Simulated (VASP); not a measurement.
Set up this calculation in VASP 6.6.1, as the native input.

* Task: single point
* Functional: r2SCAN
* Potentials or basis: VASP PAW PBE potentials, release 64 (Zn, O)
* Cutoff: 520 eV
* k mesh: 12 × 12 × 6
* Occupations: gaussian, width 0.02 eV
* Spin: no spin polarisation
* Dipole correction: no
* Further INCAR settings: ALGO = Normal; EDIFF = 1e-06; NBANDS = 26

The system is ZnO.

```
CELL_PARAMETERS angstrom
3.23487 0.00000 0.00000
-1.61743 2.80148 0.00000
0.00000 0.00000 5.21231
ATOMIC_POSITIONS crystal
Zn 0.66667 0.33333 0.50043
Zn 0.33333 0.66667 0.00043
O 0.66667 0.33333 0.87988
O 0.33333 0.66667 0.37988
```

These files were run (other wordings do the same):

POSCAR

```
ZnO
1.0
    3.2348692191      0.0000000000      0.0000000000
   -1.6174346095      2.8014789216      0.0000000000
    0.0000000000      0.0000000000      5.2123115417
Zn O
2 2
Direct
    0.6666666667      0.3333333333      0.5004294475
    0.3333333333      0.6666666667      0.0004294475
    0.6666666667      0.3333333333      0.8798805525
    0.3333333333      0.6666666667      0.3798805525
```

INCAR.step1

```
SYSTEM = ZnO
PREC = Accurate
ENCUT = 520
ISMEAR = 0
SIGMA = 0.02
LREAL = .False.
LASPH = .True.
NELM = 60
NBANDS = 26
GGA = PE
ALGO = Normal
EDIFF = 1E-4
LWAVE = .True.
LCHARG = .False.
```

INCAR.step2

```
SYSTEM = ZnO
PREC = Accurate
ENCUT = 520
EDIFF = 1E-6
ISMEAR = 0
SIGMA = 0.02
LREAL = .False.
LASPH = .True.
NELM = 60
ALGO = Normal
ISIF = 2
LWAVE = .False.
LCHARG = .True.
METAGGA = R2SCAN
LMIXTAU = .True.
LELF = .True.
LVHAR = .True.
NBANDS = 26
ISTART = 1
```

KPOINTS

```
Automatic mesh
0
Gamma
  12 12 6
  0 0 0
```

Potentials or basis: VASP PAW PBE potentials, release 64 (Zn, O).

Command:

```bash
$ cat potpaw_PBE.64/Zn/POTCAR potpaw_PBE.64/O/POTCAR > POTCAR
$ cp INCAR.step1 INCAR
$ mpirun -np 1 vasp_std > vasp.out
$ cp INCAR.step2 INCAR
$ mpirun -np 1 vasp_std > vasp.out
```

Results of the run:

```
Pressure               : 1.0 GPa
Largest force          : 0.015 eV/Å
Band gap on the k mesh : 1.23 eV
```

Caveat: the PAW data sets were made with another functional, which shifts forces and pressure a little.

It took 5.3 min on 1 thread of Intel Xeon 8259CL (shared host), peak memory 0.22 GiB.
